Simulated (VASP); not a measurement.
Set up this calculation in VASP 6.6.1, as the native input.

```yaml
Task: single point
Functional: PBEsol
Potentials_or_basis: VASP PAW PBE potentials, release 64 (K_sv, F)
Cutoff: 520 eV
k_mesh: 8 × 8 × 8
Occupations: gaussian, width 0.01 eV
Spin: no spin polarisation
Dipole_correction: no
Further_INCAR_settings: ALGO = Normal; EDIFF = 1e-06; NBANDS = 15
```

The structure of KF (Carobbiite) lies in POSCAR:

```
KF
1.0
    2.6674583776      2.6674583776      0.0000000000
   -2.6674583776      2.6674583776      0.0000000000
    0.0000000000      2.6674583776      2.6462248781
K F
1 1
Direct
    0.0000000000      0.0000000000      0.0000000000
    0.5000000000      0.5000000000      0.0000000000
```

This cell differs from its parent crystal: film at in-plane strain +0.005.

One way to write it, as run:

INCAR

```
SYSTEM = KF
PREC = Accurate ; ENCUT = 520
EDIFF = 1E-6 ; ISMEAR = 0
SIGMA = 0.01 ; LREAL = .False.
LASPH = .True. ; NELM = 60
ALGO = Normal ; ISIF = 2
LWAVE = .False. ; LCHARG = .False.
GGA = PS ; NBANDS = 15
```

KPOINTS

```
regular mesh
0
Gamma
  8 8 8
  0 0 0
```

Potentials or basis: VASP PAW PBE potentials, release 64 (K_sv, F).

Run with:

```console
$ cat potpaw_PBE.64/K_sv/POTCAR potpaw_PBE.64/F/POTCAR > POTCAR
$ mpirun -np 1 vasp_std > vasp.out
```

It gave:

| Item | Value |
| --- | --- |
| Pressure | -0.2 GPa |
| Band gap on the k mesh | 6.09 eV, direct |

Caveat: the cell differs from its parent crystal (film at in-plane strain +0.005); the PAW data sets were made with another functional, which shifts forces and pressure a little.

It took 42 s on 1 thread of Intel Xeon 8259CL (shared host), peak memory 0.17 GiB.
